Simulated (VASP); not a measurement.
# Ir (P6_3/mmc) in VASP: a series of runs, part 2 of 2

VASP 6.6.1. The steps go on from the part before.

**5. Single point, LDA**

This run uses another cell than the first one, of 13.83 Å³/atom.

INCAR

```
SYSTEM = Ir
PREC     = Accurate       ! precision mode
ENCUT    = 520            ! plane-wave cutoff, eV
EDIFF    = 1E-7           ! SCF threshold, eV
ISMEAR   = 0              ! smearing method
SIGMA    = 0.15           ! smearing width, eV
LREAL    = .False.        ! projectors in reciprocal space
LASPH    = .True.         ! aspherical terms in the spheres
NELM     = 100            ! most SCF steps
ALGO     = Normal         ! electronic algorithm
ISIF     = 2              ! what is computed and relaxed
LWAVE    = .False.        ! write WAVECAR
LCHARG   = .False.        ! write CHGCAR
NBANDS   = 16             ! bands
```

KPOINTS

```
regular mesh
0
Gamma
  18 18 10
  0 0 0
```

POSCAR

```
Ir
1.0
    2.7684000000      0.0000000000      0.0000000000
   -1.3842000000      2.3975047278      0.0000000000
    0.0000000000      0.0000000000      4.1669000000
Ir
2
Direct
    0.6666666667      0.3333333333      0.7500000000
    0.3333333333      0.6666666667      0.2500000000
```

Potentials or basis: VASP PAW LDA potentials, release 64 (Ir).

Started as:

```
$ cat potpaw_LDA.64/Ir/POTCAR > POTCAR
$ mpirun -np 1 vasp_std > vasp.out
```

OUTCAR:

```text
SYSTEM = Ir
   PREC = Accurate
   ENCUT = 520
   EDIFF = 1E-7
   ISMEAR = 0
   LREAL = .False.
   LASPH = .True.
   NELM = 100
   ISIF = 2

 ion  position               nearest neighbor table
   1  0.667  0.333  0.750-   2 2.63   2 2.63   2 2.63   2 2.63   2 2.63   2 2.63
   2  0.333  0.667  0.250-   1 2.63   1 2.63   1 2.63   1 2.63   1 2.63   1 2.63

  LATTYP: Found a hexagonal cell.
 ALAT       =     2.7684000000
 C/A-ratio  =     1.5051654385

  Lattice vectors:

 A1 = (   2.7684000000,   0.0000000000,   0.0000000000)
 A2 = (  -1.3842000000,   2.3975047278,   0.0000000000)
 A3 = (   0.0000000000,   0.0000000000,   4.1669000000)

Analysis of symmetry for initial positions (statically):
=====================================================================
 Subroutine PRICEL returns:
 Original cell was already a primitive cell.

 Routine SETGRP: Setting up the symmetry group for a
 hexagonal supercell.

 Subroutine GETGRP returns: Found 24 space group operations
 (whereof 12 operations were pure point group operations)
 out of a pool of 24 trial point group operations.

The static configuration has the point symmetry D_3d.
 The point group associated with its full space group is D_6h.

Analysis of symmetry for dynamics (positions and initial velocities):
=====================================================================
 Subroutine PRICEL returns:
 Original cell was already a primitive cell.

 Routine SETGRP: Setting up the symmetry group for a
 hexagonal supercell.

 Subroutine GETGRP returns: Found 24 space group operations
 (whereof 12 operations were pure point group operations)
 out of a pool of 24 trial point group operations.

The dynamic configuration has the point symmetry D_3d.
 The point group associated with its full space group is D_6h.

 Subroutine INISYM returns: Found 24 space group operations
 (whereof 12 operations are pure point group operations),
 and found     1 'primitive' translations

----------------------------------------------------------------------------------------

                                     Primitive cell

  volume of cell :      27.6568

  direct lattice vectors                    reciprocal lattice vectors
     2.768400000  0.000000000  0.000000000     0.361219477  0.208550162  0.000000000
    -1.384200000  2.397504728  0.000000000     0.000000000  0.417100325  0.000000000
     0.000000000  0.000000000  4.166900000     0.000000000  0.000000000  0.239986561

  length of vectors
     2.768400000  2.768400000  4.166900000     0.417100325  0.417100325  0.239986561

  position of ions in fractional coordinates (direct lattice)
     0.666666667  0.333333333  0.750000000
     0.333333333  0.666666667  0.250000000

  ion indices of the primitive-cell ions
   primitive index   ion index
                 1           1
                 2           2

----------------------------------------------------------------------------------------

 KPOINTS: regular mesh

Automatic generation of k-mesh.
 Grid dimensions read from file:
 generate k-points for:   18   18   10

 Generating k-lattice:

  Cartesian coordinates                     Fractional coordinates (reciprocal lattice)
     0.020067749  0.011586120  0.000000000     0.055555556 -0.000000000  0.000000000
     0.000000000  0.023172240  0.000000000     0.000000000  0.055555556  0.000000000
     0.000000000  0.000000000  0.023998656     0.000000000  0.000000000  0.100000000

  Length of vectors
     0.023172240  0.023172240  0.023998656

  Shift w.r.t. Gamma in fractional coordinates (k-lattice)
     0.000000000  0.000000000  0.000000000

 Subroutine IBZKPT returns following result:
 ===========================================

 Found    222 irreducible k-points:

 Following reciprocal coordinates:
            Coordinates               Weight
  0.000000  0.000000  0.000000      1.000000
  0.055556 -0.000000  0.000000      6.000000
  0.111111 -0.000000  0.000000      6.000000
  0.166667 -0.000000  0.000000      6.000000
  0.222222 -0.000000  0.000000      6.000000
  0.277778  0.000000  0.000000      6.000000
[... 16 lines left out ...]
  0.333333  0.111111  0.000000     12.000000
  0.388889  0.111111  0.000000     12.000000
 [... further k-points ...]
   k-points           NKPTS =    222   k-points in BZ     NKDIM =    222   number of bands    NBANDS=     16
   number of dos      NEDOS =    301   number of ions     NIONS =      2
   total plane-waves  NPLWV =  18432
   dimension x,y,z NGX =    24 NGY =   24 NGZ =   32
   dimension x,y,z NGXF=    48 NGYF=   48 NGZF=   64
   ions per type =               2
   NGX,Y,Z   is equivalent  to a cutoff of  14.41, 14.41, 12.77 a.u.
   NGXF,Y,Z  is equivalent  to a cutoff of  28.82, 28.82, 25.53 a.u.
 SYSTEM =  Ir
   PREC   = accura    normal or accurate (medium, high low for compatibility)
   ISTART =      0    job   : 0-new  1-cont  2-samecut
   ICHARG =      2    charge: 1-file 2-atom 10-const
   ISPIN  =      1    spin polarized calculation?
   LNONCOLLINEAR =      F non collinear calculations
   LSORBIT =      F    spin-orbit coupling
   LASPH  =      T    aspherical Exc in radial PAW
   ENCUT  =  520.0 eV  38.22 Ry    6.18 a.u.   5.15  5.15  7.75*2*pi/ulx,y,z
   NELM   =    100;   NELMIN=  2; NELMDL= -5     # of ELM steps
   EDIFF  = 0.1E-06   stopping-criterion for ELM
   LREAL  =      F    real-space projection
   EDIFFG = 0.1E-05   stopping-criterion for IOM
   NSW    =      0    number of steps for IOM
   IBRION =     -1    ionic relax: 0-MD 1-quasi-New 2-CG
   NFREE  =      0    steps in history (QN), initial steepest desc. (CG)
   ISIF   =      2    stress and relaxation
   ISYM   =      2    0-nonsym 1-usesym 2-fastsym
   POTIM  = 0.5000    time-step for ionic-motion
   TEBEG  =    0.0;   TEEND  =   0.0 temperature during run
   PSTRESS=    0.0 pullay stress
   NELECT =      18.0000    total number of electrons
   NUPDOWN=      -1.0000    fix difference up-down
   EMIN   =  10.00;   EMAX   =-10.00  energy-range for DOS
   EFERMI =   0.00;   METHOD = LEGACY
   ISMEAR =     0;   SIGMA  =   0.15  broadening in eV -4-tet -1-fermi 0-gaus
   EFERMI_NEDOS =   21; number of points for ismear=-14 and -15
   IALGO  =     38    algorithm
   IMIX   =      4    mixing-type and parameters
     AMIX     =   0.40;   BMIX     =  1.00
     AMIX_MAG =   1.60;   BMIX_MAG =  1.00
  volume/ion in A,a.u.               =      13.83        93.32
  Fermi-wavevector in a.u.,A,eV,Ry     =   1.418726  2.681003 27.385583  2.012784
  Thomas-Fermi vector in A             =   2.539821
   LORBIT       =      0    0 simple, 1 ext, 2 COOP (PROOUT), +10 PAW based schemes
   GGA     = CA    functional components
   LHFCALC =     F    Hartree Fock is set to
   AEXX    =    0.0000 exact exchange contribution
   IVDW    =     0    specifies the selected vdW correction
   LEPSILON=     F    determine dielectric tensor
   LRPA    =     F    only Hartree local field effects (RPA)
 non-spin polarized calculation
 Gauss-broadening in eV      SIGMA  =   0.15
  energy-cutoff  :      520.00
  volume of cell :       27.66
 maximum number of plane-waves:       760
 NGX is ok and might be reduce to    24
   NGX = 11   NGY = 11   NGZ = 15

 number of electron      17.9999999 magnetization

 Free energy of the ion-electron system (eV)
  ---------------------------------------------------
  ext. energy  EPLUGINS =         0.00000000
  ---------------------------------------------------
  free energy    TOTEN  =       -20.37125344 eV

  energy without entropy =      -20.33784642  energy(sigma->0) =      -20.35454993

 E-fermi :  10.9115     XC(G=0): -14.2633

 val. band max:       10.9103320969   @ k =   0.3333   0.1111   0.1000
 cond. band min:      10.9118136279   @ k =   0.1667   0.0556   0.4000
 fundamental gap:      0.0014815310
 Fermi energy:        10.9114501443

 k-point     1 :       0.0000    0.0000    0.0000
  band No.  band energies     occupation
      1      -0.6324      2.00000
      2       2.4837      2.00000
      3       6.7614      2.00000
      4       6.7614      2.00000
      5       7.5086      2.00000
      6       7.6465      2.00000
[... 8 lines left out ...]
     15      28.3311      0.00000
     16      28.8351      0.00000
[... 419 lines left out ...]
 k-point    24 :       0.3889    0.1111    0.0000
  band No.  band energies     occupation
      1       3.3287      2.00000
      2       3.4056      2.00000
      3       3.7578      2.00000
      4       6.0000      2.00000
      5       6.3879      2.00000
      6       7.4680      2.00000
[... 8 lines left out ...]
     15      22.4568      0.00000
     16      24.4982      0.00000

 [... further k-points ...]

------------------------ aborting loop because EDIFF is reached ----------------------------------------

  FORCE on cell =-STRESS in cart. coord.  units (eV):
  Direction    XX          YY          ZZ          XY          YZ          ZX
  --------------------------------------------------------------------------------------
  -------------------------------------------------------------------------------------
  Total       -0.2705214     -0.2705214      4.6833706      0.0000000     -0.0000000      0.0000000
  in kB      -15.6715070    -15.6715070    271.3111952      0.0000000     -0.0000000      0.0000000
  external PRESSURE =      79.9893937 kB  Pullay stress =       0.0000000 kB

 VOLUME and BASIS-vectors are now :
 -----------------------------------------------------------------------------
  energy-cutoff  :      520.00
  volume of cell :       27.66
      direct lattice vectors                 reciprocal lattice vectors
     2.768400000  0.000000000  0.000000000     0.361219477  0.208550162  0.000000000
    -1.384200000  2.397504728  0.000000000     0.000000000  0.417100325  0.000000000
     0.000000000  0.000000000  4.166900000     0.000000000  0.000000000  0.239986561

 POSITION                                       TOTAL-FORCE (eV/Angst)
 -----------------------------------------------------------------------------------
      1.38420      0.79917      3.12518        -0.000000      0.000000      0.000000
     -0.00000      1.59834      1.04173         0.000000     -0.000000      0.000000
 -----------------------------------------------------------------------------------
    total drift:                               -0.000000      0.000000     -0.000000

  FREE ENERGIE OF THE ION-ELECTRON SYSTEM (eV)
  ---------------------------------------------------
  free  energy   TOTEN  =       -20.3712534391 eV

  energy  without entropy=      -20.3378464246  energy(sigma->0) =      -20.35454993
```

It took 1.8 min on 1 thread of Intel Xeon 8259CL, shared host; peak memory 0.21 GiB.

Results:

| Quantity | Value |
| --- | --- |
| Free energy | -20.3713 eV |
| Pressure | 8.0 GPa |
| Band gap on the k mesh | zero (bands 9 and 10 overlap by 3.25 eV) |

Stress tensor (GPa, compression positive):
```
-1.57  0.00  0.00
 0.00 -1.57  0.00
 0.00  0.00 27.13
```

Caveat: the stress differs along the axes, from -2 to 27 GPa; spin-orbit coupling is left out, which moves the levels of the heavy elements.

**6. The runs side by side**

```csv
cell,gap on the mesh (eV),pressure (GPa)
"a = 2.642, b = 2.642, c = 4.532 Å, angles 90.0, 90.0, 120.0°, 2 atoms",none,10.1
"a = 2.651, b = 2.651, c = 4.503 Å, angles 90.0, 90.0, 120.0°, 2 atoms",none,9.5
"a = 2.759, b = 2.759, c = 4.152 Å, angles 90.0, 90.0, 120.0°, 2 atoms",none,12.5
"a = 2.768, b = 2.768, c = 4.167 Å, angles 90.0, 90.0, 120.0°, 2 atoms",none,8.0
```

Alike in all rows: task single point; level LDA; potentials or basis VASP PAW LDA potentials, release 64 (Ir); no spin polarisation; k mesh 18 × 18 × 10; cutoff (eV) 520; smearing gaussian 0.15 eV.

Caveats: spin-orbit coupling is left out, which moves the levels of the heavy elements; the stress differs along the axes, from -6 to 18 GPa (at least some runs); the stress differs along the axes, from -4 to 16 GPa (at least some runs); the stress differs along the axes, from 2 to 33 GPa (at least some runs); the stress differs along the axes, from -2 to 27 GPa (at least some runs).

Total energies depend on the potentials used, so only differences within one code and one set of settings carry meaning.
